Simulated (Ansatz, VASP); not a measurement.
**One calculation of InP, two programs**

```xyz
2
Lattice="0.0000 2.7286 2.7702 2.7286 0.0000 2.7702 2.7286 2.7286 0.0000" Properties=species:S:1:pos:R:3 pbc="T T T"
In    0.0000    0.0000    0.0000
P     2.7286    2.7286    2.7702
```

Change from the starting cell: strain -0.015 along x and y, +0.000 along z, atoms carried along.

Alike in both runs: task single point; functional PBE; k mesh 18 × 18 × 18; occupations gaussian, width 0.15 eV; no spin polarisation.

```csv
,VASP,Ansatz
version,VASP 6.6.1,Ansatz 0.2.0
potentials or method,"VASP PAW PBE potentials, release 64 (In_d, P), cutoff 520 eV","scalar-relativistic, plane waves, PAW"
valence electrons in the cell,18,18
```

VASP gave:

| Property | Result |
| --- | --- |
| gap on the k mesh at the Fermi level (eV) | none |
| pressure (GPa) | 2.4 |
| traceless stress, the component that is largest in VASP (GPa) | -1.20 |

What did Ansatz give for the same quantities?

gap on the k mesh at the Fermi level (eV): none; pressure (GPa): 2.4; traceless stress, the component that is largest in VASP (GPa): -1.21.

A gap of «none» marks a metal or a gap that the smearing closes. With one functional, cell and mesh, what is left measures potentials, basis and numerics.
